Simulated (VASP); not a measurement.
Crystal: Al2H3.

```
Al H
1.0
     3.39562    0.00000    0.00000
    -1.69781    2.94069    0.00000
     0.00000    0.00000    4.49339
Al H
2 3
Direct
  0.33333 0.66667 0.23313
  0.66667 0.33333 0.76687
  0.00000 0.00000 0.00000
  0.33333 0.66667 0.64804
  0.66667 0.33333 0.35196
```

The cell was generated, and may not be a known phase.

- Program: VASP 6.6.1
- Task: relaxation of cell and atoms
- Functional: PBE
- Potentials or basis: VASP PAW PBE potentials, release 64 (Al, H)
- Cutoff: 600 eV
- k mesh: 12 × 12 × 8
- Occupations: gaussian, width 0.1 eV
- Spin: no spin polarisation

At the start: pressure 0.0 GPa; volume 8.97 Å³/atom.

**Question.** Where does the relaxation end?

**Answer.** Over 12 steps the energy falls by 6.3 meV/atom and the volume is 8.84 Å³/atom (-1.5 %); space group P-3m1 (No. 164, to 0.1 Å) before and after.

Step by step:
```tsv
step	energy change (eV)	largest force (eV/Å)	pressure (GPa)	volume (Å³)
1	0.0000	0.0454	0.05	44.87
2	-0.0046	0.0539	-0.03	44.89
3	-0.0142	0.0706	-0.30	44.92
4	-0.0229	0.0816	-0.62	44.95
5	-0.0261	0.0480	-0.61	44.79
6	-0.0268	0.0720	-0.77	44.92
7	-0.0287	0.0555	-0.75	44.87
8	-0.0290	0.0356	0.88	43.68
9	-0.0306	0.0442	0.08	44.25
10	-0.0314	0.0130	-0.01	44.27
11	-0.0315	0.0110	-0.05	44.28
12	-0.0315	0.0062	0.06	44.21
```

Final structure:
```
CELL_PARAMETERS angstrom
3.21648 0.00000 0.00000
-1.60824 2.78555 0.00000
0.00000 0.00000 4.93446
ATOMIC_POSITIONS crystal
Al 0.33333 0.66667 0.22947
Al 0.66667 0.33333 0.77053
H 0.00000 0.00000 0.00000
H 0.33333 0.66667 0.63465
H 0.66667 0.33333 0.36535
```

Caveat: an odd number of electrons without spin polarisation forces a metal; a magnetic or distorted state may lie lower.
